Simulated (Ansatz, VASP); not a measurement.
**One calculation of ZrZnN, two programs**

```
CELL_PARAMETERS angstrom
3.58292 0.00000 0.00000
-1.79146 3.10290 0.00000
0.00000 0.00000 4.72430
ATOMIC_POSITIONS crystal
Zr 0.00000 0.00000 0.50000
Zn 0.33333 0.66667 0.00000
N 0.66667 0.33333 0.50000
```

Change from the starting cell: species swapped into the TaBeB type (P-6m2, No. 187).

Alike in both runs: functional PBE; k mesh 12 × 12 × 10; occupations gaussian, width 0.1 eV; no spin polarisation.

Ansatz relaxed the structure, and its values are those at the end. VASP's run is a single point on that final structure, the one shown.

|  | VASP | Ansatz |
| --- | --- | --- |
| version | VASP 6.6.1 | Ansatz 0.2.0 |
| potentials or method | VASP PAW PBE potentials, release 64 (Zr_sv, Zn, N), cutoff 520 eV | scalar-relativistic, plane waves, PAW |
| valence electrons in the cell | 29 | 29 |

|  | VASP | Ansatz | Ansatz less VASP |
| --- | --- | --- | --- |
| gap on the k mesh at the Fermi level (eV) | none | none | - |
| pressure (GPa) | 0.2 | 0.0 | -0.15 |

A gap of «none» marks a metal or a gap that the smearing closes.
